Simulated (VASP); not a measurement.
Input of a VASP 6.6.1 run:

INCAR

```
SYSTEM = SiGeS3
  ALGO = Normal
  EDIFF = 1E-6
  EDIFFG = -0.04
  ENCUT = 600
  GGA = PE
  IBRION = 2
  ISIF = 3
  ISMEAR = 0
  LASPH = .True.
  LCHARG = .False.
  LREAL = .False.
  LWAVE = .False.
  NELM = 80
  NSW = 90
  PREC = Accurate
  SIGMA = 0.1
```

Contents of KPOINTS:

```
k-points
0
Gamma
  4 4 4
  0 0 0
```

File POSCAR:

```
SiGeS3
1.0
    4.7894263300      0.0000000000      0.0000000000
    0.0000000000      4.7894263300      0.0000000000
    0.0000000000      0.0000000000      4.7894263300
Si Ge S
1 1 3
Direct
    0.0000000000      0.0000000000      0.0000000000
    0.5000000000      0.5000000000      0.5000000000
    0.0000000000      0.5000000000      0.5000000000
    0.5000000000      0.0000000000      0.5000000000
    0.5000000000      0.5000000000      0.0000000000
```

Potentials or basis: VASP PAW PBE potentials, release 64 (Si, Ge_d, S).

Command:

```bash
$ cat potpaw_PBE.64/Si/POTCAR potpaw_PBE.64/Ge_d/POTCAR potpaw_PBE.64/S/POTCAR > POTCAR
$ mpirun -np 1 vasp_std > vasp.out
```

(1) Predict the relaxed volume.

(2) What does it give for the relaxed cell?

(3) Predict the band gap on the k mesh.

## Answers

(1) 20.44 Å³/atom.

(2) a = 4.675 Å, b = 4.675 Å, c = 4.675 Å, α = 90.00°, β = 90.00°, γ = 90.00°.

(3) zero (band 18 reaches 5.29 eV, above the bottom of band 19 at 3.80 eV).
